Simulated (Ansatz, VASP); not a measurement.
One calculation of ZnAu, two programs

INCAR

```
PREC     = Accurate       # precision mode
ENCUT    = 520            # plane-wave cutoff, eV
EDIFF    = 1E-6           # SCF threshold, eV
ISMEAR   = 0              # smearing method
SIGMA    = 0.1            # smearing width, eV
LREAL    = F              # projectors in reciprocal space
LASPH    = T              # aspherical terms in the spheres
NELM     = 100            # most SCF steps
ALGO     = Normal         # electronic algorithm
ISIF     = 2              # what is computed and relaxed
LWAVE    = F              # write WAVECAR
LCHARG   = F              # write CHGCAR
GGA      = PE             # functional
NBANDS   = 18             # bands
```

KPOINTS

```
Automatic mesh
0
Gamma
  14 14 14
```

Contents of POSCAR:

```
ZnAu
1.0
    3.2191292400      0.0000000000      0.0000000000
    0.0000000000      3.2191292400      0.0000000000
    0.0000000000      0.0000000000      3.2191292400
Zn Au
1 1
Direct
    0.5000000000      0.5000000000      0.5000000000
    0.0000000000      0.0000000000      0.0000000000
```

Input for Ansatz:

```yaml
crystal:
  lattice:
    - [3.21912924, 0.0, 0.0]
    - [0.0, 3.21912924, 0.0]
    - [0.0, 0.0, 3.21912924]
  atoms:
    - { symbol: Zn, position: [0.5, 0.5, 0.5] }
    - { symbol: Au, position: [0.0, 0.0, 0.0] }
basis:
  ecutwfc: 420
kpoints:
  mp_grid: { grid: [14, 14, 14] }
hamiltonian:
  xc: pbe
scf:
  occupations: { method: gaussian, width: 0.1 }
output:
  forces: true
  stress: true
  eigenvalues: true
  populations: true
```

Alike in both runs: task single point; functional PBE; k mesh 14 × 14 × 14; occupations gaussian, width 0.1 eV; no spin polarisation.

```csv
,VASP,Ansatz
version,VASP 6.6.1,Ansatz 0.2.0
potentials or method,"VASP PAW PBE potentials, release 64 (Zn, Au), cutoff 520 eV","scalar-relativistic, plane waves, PAW"
valence electrons in the cell,23,31
```

|  | VASP | Ansatz | Ansatz less VASP |
| --- | --- | --- | --- |
| gap on the k mesh at the Fermi level (eV) | none | none | - |
| pressure (GPa) | -3.2 | -3.3 | -0.03 |

A gap of «none» marks a metal or a gap that the smearing closes. VASP's potentials hold 23 valence electrons a cell and Ansatz's 31, so a difference there can come from the potentials and not from the codes.

Spin-orbit coupling is off throughout.
